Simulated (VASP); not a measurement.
CoSi2, 3 atoms in the cell. The structure is cubic, space group Fm-3m (No. 225). Conventional cell: a = 5.320 Å, b = 5.320 Å, c = 5.320 Å, α = 90.00°, β = 90.00°, γ = 90.00°. Within 3.0 Å of Co (site symmetry m-3m) lie 8 Si at 2.30 Å. Within 3.0 Å of Si (site symmetry -43m) lie 4 Co at 2.30 Å and 6 Si at 2.66 Å. 

- Program: VASP 6.6.1
- Task: single point
- Functional: LDA
- Potentials or basis: VASP PAW LDA potentials, release 64 (Co, Si)
- Cutoff: 520 eV
- k mesh: 9 × 9 × 9
- Occupations: fermi-dirac, width 0.05 eV
- Spin: collinear spin, ferromagnetic start
- Starting moments: [2.0, 0.0, 0.0] μB
- Dipole correction: no
- Further INCAR settings: ALGO = Normal; EDIFF = 1e-06; NBANDS = 20

Potentials or basis: VASP PAW LDA potentials, release 64 (Co, Si).

Launch:

```console
$ cat potpaw_LDA.64/Co/POTCAR potpaw_LDA.64/Si/POTCAR > POTCAR
$ mpirun -np 1 vasp_std > vasp.out
```

Hardware: 1 thread of Intel Xeon 8259CL, with other jobs on the host.

Estimate the wall time of this run.

Run time: 87 s on 1 thread of Intel Xeon 8259CL (shared host), peak memory 0.17 GiB. Counts: scf iterations 14, k points 35.
